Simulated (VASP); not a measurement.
Set up this calculation in VASP 6.6.1, as the native input.

```yaml
Task: single point
Functional: PBE
Dispersion: D4
Potentials_or_basis: VASP PAW PBE potentials, release 64 (Ta_pv, N)
Cutoff: 520 eV
k_mesh: 10 × 10 × 10
Occupations: fermi-dirac, width 0.05 eV
Spin: no spin polarisation
Dipole_correction: no
Further_INCAR_settings: ALGO = Normal; EDIFF = 1e-07; NBANDS = 15
```

The structure of TaN lies in POSCAR:

```
TaN
1.0
    0.0000000000      2.1971779698      2.1971779698
    2.1971779698      0.0000000000      2.1971779698
    2.1971779698      2.1971779698      0.0000000000
Ta N
1 1
Direct
    0.5000000000      0.5000000000      0.5000000000
    0.0000000000      0.0000000000      0.0000000000
```

One way to write it, as run:

INCAR

```
PREC = Accurate
ENCUT = 520
EDIFF = 1E-7
ISMEAR = -1
SIGMA = 0.05
LREAL = F
LASPH = T
NELM = 100
ALGO = Normal
ISIF = 2
LWAVE = F
LCHARG = F
GGA = PE
IVDW = 13
NBANDS = 15
```

KPOINTS

```
Automatic mesh
0
Gamma
  10 10 10
```

Potentials or basis: VASP PAW PBE potentials, release 64 (Ta_pv, N).

Run with:

```bash
$ cat potpaw_PBE.64/Ta_pv/POTCAR potpaw_PBE.64/N/POTCAR > POTCAR
$ mpirun -np 1 vasp_std > vasp.out
```

It gave:

```
Pressure                   : 0.7 GPa
Band gap on the k mesh     : zero (band 8 reaches 11.48 eV, above the bottom of band 9 at 7.46 eV)
Dispersion energy per atom : -0.320 eV
```

Caveat: spin-orbit coupling is left out, which moves the levels of the heavy elements; pairwise dispersion overbinds metals, which lowers pressure and volume.

Run time: 5.9 s on 1 thread of Intel(R) Xeon(R) 6975P-C (Granite Rapids), on a shared host, peak memory 0.14 GiB.
